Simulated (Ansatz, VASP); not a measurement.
One calculation of Ti, two programs

```
CELL_PARAMETERS angstrom
-1.58255 1.58255 1.58255
1.58255 -1.58255 1.58255
1.58255 1.58255 -1.58255
ATOMIC_POSITIONS crystal
Ti 0.00000 0.00000 0.00000
```

Alike in both runs: functional LDA; k mesh 18 × 18 × 18; occupations gaussian, width 0.1 eV; no spin polarisation.

Ansatz relaxed the structure, and its values are those at the end. VASP's run is a single point on that final structure, the one shown.

|  | VASP | Ansatz |
| --- | --- | --- |
| version | VASP 6.6.1 | Ansatz 0.2.0 |
| potentials or method | VASP PAW LDA potentials, release 64 (Ti_sv), cutoff 520 eV | scalar-relativistic, plane waves, PAW |
| valence electrons in the cell | 12 | 12 |

Ansatz gave:

| Item | Value |
| --- | --- |
| gap on the k mesh at the Fermi level (eV) | none |
| pressure (GPa) | 0.0 |

Problem. Which values does VASP return?

Solution. gap on the k mesh at the Fermi level (eV): none; pressure (GPa): -0.1.

Ansatz warns that its potentials were made for another functional, while VASP's fit it. LDA's correlation is that of Perdew and Zunger in VASP and of Perdew and Wang (1992) in Ansatz. A gap of «none» marks a metal or a gap that the smearing closes.
